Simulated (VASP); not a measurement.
# WSe2 (P6_3/mmc) in VASP: further runs

Runs on WSe2. Level: PBE. Tasks: single point, relaxation of shape and atoms at fixed volume.

All numbers are computed with VASP 6.6.1; they aren't measurements. Logs are shortened: lines on timing, memory, paths and dates and some standing lists are left out, and cuts for length are marked.

## 1. The cell of the first run

It takes space group P6_3/mmc (No. 194, hexagonal). The conventional cell has a = 3.321 Å, b = 3.321 Å, c = 16.165 Å, α = 90.00°, β = 90.00°, γ = 120.00°. Within 3.4 Å of W (site symmetry -6m2) lie 6 Se at 2.55 Å and 6 W at 3.32 Å. Se (site symmetry 3m) has 3 W at 2.55 Å and 7 Se at 3.32 to 3.36 Å within 3.4 Å.

## 2. Single point, PBE (25.74 Å³/atom)

INCAR

```
SYSTEM = WSe2
  ALGO = Normal
  EDIFF = 1E-7
  ENCUT = 520
  GGA = PE
  ISIF = 2
  ISMEAR = 0
  LASPH = .True.
  LCHARG = .True.
  LELF = .True.
  LREAL = .False.
  LVHAR = .True.
  LWAVE = .False.
  NBANDS = 35
  NELM = 60
  PREC = Accurate
  SIGMA = 0.02
```

KPOINTS

```
k-points
0
Gamma
  12 12 2
  0 0 0
```

POSCAR

```
WSe2
1.0
    3.3214817895      0.0000000000      0.0000000000
   -1.6607408948      2.8764876079      0.0000000000
    0.0000000000      0.0000000000     16.1652372607
W Se
2 4
Direct
    0.3333333333      0.6666666667      0.2500000000
    0.6666666667      0.3333333333      0.7500000000
    0.3333333333      0.6666666667      0.6462151553
    0.6666666667      0.3333333333      0.1462151553
    0.3333333333      0.6666666667      0.8537848447
    0.6666666667      0.3333333333      0.3537848447
```

Potentials or basis: VASP PAW PBE potentials, release 64 (W_sv, Se).

The run is started by

```console
cat potpaw_PBE.64/W_sv/POTCAR potpaw_PBE.64/Se/POTCAR > POTCAR
mpirun -np 1 vasp_std > vasp.out
```

OUTCAR:

```text
SYSTEM = WSe2
   EDIFF = 1E-7
   ENCUT = 520
   GGA = PE
   ISIF = 2
   ISMEAR = 0
   LASPH = .True.
   LREAL = .False.
   NELM = 60
   PREC = Accurate

 ion  position               nearest neighbor table
   1  0.333  0.667  0.250-   4 2.55   6 2.55   4 2.55   6 2.55   4 2.55   6 2.55
   2  0.667  0.333  0.750-   3 2.55   5 2.55   3 2.55   5 2.55   3 2.55   5 2.55
   3  0.333  0.667  0.646-   2 2.55   2 2.55   2 2.55
   4  0.667  0.333  0.146-   1 2.55   1 2.55   1 2.55
   5  0.333  0.667  0.854-   2 2.55   2 2.55   2 2.55
   6  0.667  0.333  0.354-   1 2.55   1 2.55   1 2.55

  LATTYP: Found a hexagonal cell.
 ALAT       =     3.3214817895
 C/A-ratio  =     4.8668751735

  Lattice vectors:

 A1 = (   3.3214817895,   0.0000000000,   0.0000000000)
 A2 = (  -1.6607408948,   2.8764876079,   0.0000000000)
 A3 = (   0.0000000000,   0.0000000000,  16.1652372607)

Analysis of symmetry for initial positions (statically):
=====================================================================
 Subroutine PRICEL returns:
 Original cell was already a primitive cell.

 Routine SETGRP: Setting up the symmetry group for a
 hexagonal supercell.

 Subroutine GETGRP returns: Found 24 space group operations
 (whereof 12 operations were pure point group operations)
 out of a pool of 24 trial point group operations.

The static configuration has the point symmetry D_3d.
 The point group associated with its full space group is D_6h.

Analysis of symmetry for dynamics (positions and initial velocities):
=====================================================================
 Subroutine PRICEL returns:
 Original cell was already a primitive cell.

 Routine SETGRP: Setting up the symmetry group for a
 hexagonal supercell.

 Subroutine GETGRP returns: Found 24 space group operations
 (whereof 12 operations were pure point group operations)
 out of a pool of 24 trial point group operations.

The dynamic configuration has the point symmetry D_3d.
 The point group associated with its full space group is D_6h.

 Subroutine INISYM returns: Found 24 space group operations
 (whereof 12 operations are pure point group operations),
 and found     1 'primitive' translations

----------------------------------------------------------------------------------------

                                     Primitive cell

  volume of cell :     154.4459

  direct lattice vectors                    reciprocal lattice vectors
     3.321481789  0.000000000  0.000000000     0.301070445  0.173823102  0.000000000
    -1.660740895  2.876487608  0.000000000     0.000000000  0.347646205  0.000000000
     0.000000000  0.000000000 16.165237261     0.000000000  0.000000000  0.061861140

  length of vectors
     3.321481789  3.321481790 16.165237261     0.347646205  0.347646205  0.061861140

  position of ions in fractional coordinates (direct lattice)
     0.333333333  0.666666667  0.250000000
     0.666666667  0.333333333  0.750000000
     0.333333333  0.666666667  0.646215155
     0.666666667  0.333333333  0.146215155
     0.333333333  0.666666667  0.853784845
     0.666666667  0.333333333  0.353784845

  ion indices of the primitive-cell ions
   primitive index   ion index
                 1           1
                 2           2
                 3           3
                 4           4
                 5           5
                 6           6

----------------------------------------------------------------------------------------

 KPOINTS: k-points

Automatic generation of k-mesh.
 Grid dimensions read from file:
 generate k-points for:   12   12    2

 Generating k-lattice:

  Cartesian coordinates                     Fractional coordinates (reciprocal lattice)
     0.025089204  0.014485259  0.000000000     0.083333333 -0.000000000  0.000000000
     0.000000000  0.028970517  0.000000000     0.000000000  0.083333333  0.000000000
     0.000000000  0.000000000  0.030930570     0.000000000  0.000000000  0.500000000

  Length of vectors
     0.028970517  0.028970517  0.030930570

  Shift w.r.t. Gamma in fractional coordinates (k-lattice)
     0.000000000  0.000000000  0.000000000

 Subroutine IBZKPT returns following result:
 ===========================================

 Found     38 irreducible k-points:

 Following reciprocal coordinates:
            Coordinates               Weight
  0.000000  0.000000  0.000000      1.000000
  0.083333 -0.000000  0.000000      6.000000
  0.166667 -0.000000  0.000000      6.000000
  0.250000  0.000000  0.000000      6.000000
  0.333333 -0.000000  0.000000      6.000000
  0.416667  0.000000  0.000000      6.000000
[... 16 lines left out ...]
  0.250000  0.000000  0.500000      6.000000
  0.333333 -0.000000  0.500000      6.000000
 [... further k-points ...]
   k-points           NKPTS =     38   k-points in BZ     NKDIM =     38   number of bands    NBANDS=     35
   number of dos      NEDOS =    301   number of ions     NIONS =      6
   total plane-waves  NPLWV =  94080
   dimension x,y,z NGX =    28 NGY =   28 NGZ =  120
   dimension x,y,z NGXF=    56 NGYF=   56 NGZF=  240
   ions per type =               2   4
   NGX,Y,Z   is equivalent  to a cutoff of  14.01, 14.01, 12.34 a.u.
   NGXF,Y,Z  is equivalent  to a cutoff of  28.03, 28.03, 24.68 a.u.
 SYSTEM =  WSe2
   PREC   = accura    normal or accurate (medium, high low for compatibility)
   ISTART =      0    job   : 0-new  1-cont  2-samecut
   ICHARG =      2    charge: 1-file 2-atom 10-const
   ISPIN  =      1    spin polarized calculation?
   LNONCOLLINEAR =      F non collinear calculations
   LSORBIT =      F    spin-orbit coupling
   LASPH  =      T    aspherical Exc in radial PAW
   ENCUT  =  520.0 eV  38.22 Ry    6.18 a.u.   6.18  6.18 30.06*2*pi/ulx,y,z
   NELM   =     60;   NELMIN=  2; NELMDL= -5     # of ELM steps
   EDIFF  = 0.1E-06   stopping-criterion for ELM
   LREAL  =      F    real-space projection
   EDIFFG = 0.1E-05   stopping-criterion for IOM
   NSW    =      0    number of steps for IOM
   IBRION =     -1    ionic relax: 0-MD 1-quasi-New 2-CG
   NFREE  =      0    steps in history (QN), initial steepest desc. (CG)
   ISIF   =      2    stress and relaxation
   ISYM   =      2    0-nonsym 1-usesym 2-fastsym
   POTIM  = 0.5000    time-step for ionic-motion
   TEBEG  =    0.0;   TEEND  =   0.0 temperature during run
   PSTRESS=    0.0 pullay stress
   NELECT =      52.0000    total number of electrons
   NUPDOWN=      -1.0000    fix difference up-down
   EMIN   =  10.00;   EMAX   =-10.00  energy-range for DOS
   EFERMI =   0.00;   METHOD = LEGACY
   ISMEAR =     0;   SIGMA  =   0.02  broadening in eV -4-tet -1-fermi 0-gaus
   EFERMI_NEDOS =   21; number of points for ismear=-14 and -15
   IALGO  =     38    algorithm
   IMIX   =      4    mixing-type and parameters
     AMIX     =   0.40;   BMIX     =  1.00
     AMIX_MAG =   1.60;   BMIX_MAG =  1.00
  volume/ion in A,a.u.               =      25.74       173.71
  Fermi-wavevector in a.u.,A,eV,Ry     =   1.138895  2.152200 17.647878  1.297082
  Thomas-Fermi vector in A             =   2.275599
   LORBIT       =      0    0 simple, 1 ext, 2 COOP (PROOUT), +10 PAW based schemes
   GGA     = PE    functional components
   LHFCALC =     F    Hartree Fock is set to
   AEXX    =    0.0000 exact exchange contribution
   IVDW    =     0    specifies the selected vdW correction
   LEPSILON=     F    determine dielectric tensor
   LRPA    =     F    only Hartree local field effects (RPA)
 non-spin polarized calculation
 Gauss-broadening in eV      SIGMA  =   0.02
  energy-cutoff  :      520.00
  volume of cell :      154.45
 maximum number of plane-waves:      4188
 NGX is ok and might be reduce to    28
   NGX = 13   NGY = 13   NGZ = 61

 number of electron      51.9999999 magnetization

 Free energy of the ion-electron system (eV)
  ---------------------------------------------------
  ext. energy  EPLUGINS =         0.00000000
  ---------------------------------------------------
  free energy    TOTEN  =       -43.25516126 eV

  energy without entropy =      -43.25516126  energy(sigma->0) =      -43.25516126

 E-fermi :   3.7383     XC(G=0):  -9.1054

 val. band max:        3.6237853865   @ k =   0.3333   0.3333   0.0000
 cond. band min:       5.1557629927   @ k =   0.3333   0.3333   0.5000
 fundamental gap:      1.5319776062
 Fermi energy:         3.7383053716

 k-point     1 :       0.0000    0.0000    0.0000
  band No.  band energies     occupation
      1     -70.4690      2.00000
      2     -70.4690      2.00000
      3     -34.6874      2.00000
      4     -34.6874      2.00000
      5     -34.5866      2.00000
      6     -34.5866      2.00000
[... 27 lines left out ...]
     34       6.6827      0.00000
     35       7.7926      0.00000

 k-point     2 :       0.0833   -0.0000    0.0000
  band No.  band energies     occupation
      1     -70.4685      2.00000
      2     -70.4684      2.00000
      3     -34.6848      2.00000
      4     -34.6848      2.00000
      5     -34.6007      2.00000
      6     -34.6007      2.00000
[... 27 lines left out ...]
     34       6.6890      0.00000
     35       8.3230      0.00000

 k-point     3 :       0.1667   -0.0000    0.0000
  band No.  band energies     occupation
      1     -70.4668      2.00000
      2     -70.4668      2.00000
      3     -34.6775      2.00000
      4     -34.6775      2.00000
      5     -34.6391      2.00000
      6     -34.6391      2.00000
[... 27 lines left out ...]
     34       7.0909      0.00000
     35       8.9689      0.00000
[... 723 lines left out ...]
 k-point    23 :       0.2500    0.0000    0.5000
  band No.  band energies     occupation
      1     -70.4646      2.00000
      2     -70.4646      2.00000
      3     -34.6910      2.00000
      4     -34.6910      2.00000
      5     -34.6676      2.00000
      6     -34.6676      2.00000
[... 27 lines left out ...]
     34       7.4857      0.00000
     35       9.6396      0.00000

 k-point    24 :       0.3333   -0.0000    0.5000
  band No.  band energies     occupation
      1     -70.4624      2.00000
      2     -70.4624      2.00000
      3     -34.7423      2.00000
      4     -34.7423      2.00000
      5     -34.6576      2.00000
      6     -34.6576      2.00000
[... 27 lines left out ...]
     34       7.7656      0.00000
     35       9.5322      0.00000

 [... further k-points ...]

------------------------ aborting loop because EDIFF is reached ----------------------------------------

  FORCE on cell =-STRESS in cart. coord.  units (eV):
  Direction    XX          YY          ZZ          XY          YZ          ZX
  --------------------------------------------------------------------------------------
  -------------------------------------------------------------------------------------
  Total        0.1482329      0.1482329      0.2650928     -0.0000000     -0.0000000      0.0000000
  in kB        1.5377250      1.5377250      2.7499963     -0.0000000     -0.0000000      0.0000000
  external PRESSURE =       1.9418155 kB  Pullay stress =       0.0000000 kB

 VOLUME and BASIS-vectors are now :
 -----------------------------------------------------------------------------
  energy-cutoff  :      520.00
  volume of cell :      154.45
      direct lattice vectors                 reciprocal lattice vectors
     3.321481789  0.000000000  0.000000000     0.301070445  0.173823102  0.000000000
    -1.660740895  2.876487608  0.000000000     0.000000000  0.347646205  0.000000000
     0.000000000  0.000000000 16.165237261     0.000000000  0.000000000  0.061861140

 POSITION                                       TOTAL-FORCE (eV/Angst)
 -----------------------------------------------------------------------------------
     -0.00000      1.91766      4.04131         0.000000     -0.000000      0.000000
      1.66074      0.95883     12.12393        -0.000000      0.000000      0.000000
     -0.00000      1.91766     10.44622        -0.000000     -0.000000     -0.049430
      1.66074      0.95883      2.36360        -0.000000     -0.000000     -0.049430
     -0.00000      1.91766     13.80163         0.000000     -0.000000      0.049430
      1.66074      0.95883      5.71902        -0.000000      0.000000      0.049430
 -----------------------------------------------------------------------------------
    total drift:                               -0.000000      0.000000     -0.000000

  FREE ENERGIE OF THE ION-ELECTRON SYSTEM (eV)
  ---------------------------------------------------
  free  energy   TOTEN  =       -43.2551612613 eV

  energy  without entropy=      -43.2551612613  energy(sigma->0) =      -43.25516126
```

It took 4.2 min on 1 thread of AMD EPYC 7R13 (Zen 3), shared host; peak memory 0.35 GiB.

Results:

```
Free energy            : -43.2552 eV
Pressure               : 0.2 GPa
Largest force          : 0.049 eV/Å
Band gap on the k mesh : 1.53 eV
```

Forces on the atoms (eV/Å):
```
W    0.000  0.000  0.000
W    0.000  0.000  0.000
Se   0.000  0.000 -0.049
Se   0.000  0.000 -0.049
Se   0.000  0.000  0.049
Se   0.000  0.000  0.049
```

Stress tensor (GPa, compression positive):
```
0.15 0.00 0.00
0.00 0.15 0.00
0.00 0.00 0.27
```

Caveat: spin-orbit coupling is left out, which moves the levels of the heavy elements; this functional lacks dispersion, which binds layers or chains, so the pressure and a relaxed spacing across them are unreliable. A k mesh can miss the band edges.

(Part 1 of 2 ends here.)
